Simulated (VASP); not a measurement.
Sn, 4 atoms in the cell. The cell holds a slab with vacuum, 4 atoms: a = 3.214 Å, b = 5.946 Å, c = 17.973 Å, α = 90.00°, β = 90.00°, γ = 90.00°. 

| Property | Result |
| --- | --- |
| Program | VASP 6.6.1 |
| Task | single point |
| Functional | PBE |
| Potentials or basis | VASP PAW PBE potentials, release 64 (Sn_d) |
| Cutoff | 520 eV |
| k mesh | 11 × 6 × 1 |
| Occupations | gaussian, width 0.1 eV |
| Spin | no spin polarisation |
| Dipole correction | yes |
| Further INCAR settings | ALGO = Normal; EDIFF = 1e-06; NBANDS = 36 |

Potentials or basis: VASP PAW PBE potentials, release 64 (Sn_d).

Command:

```bash
$ cat potpaw_PBE.64/Sn_d/POTCAR > POTCAR
$ mpirun -np 1 vasp_std > vasp.out
```

Hardware: 1 thread of AMD EPYC 7R13, on a shared host.

Question: Estimate the wall time of this run.

Answer: It took 12 min on 1 thread of AMD EPYC 7R13, with other jobs on the host, peak memory 0.49 GiB. Counts: scf iterations 20, k points 24.
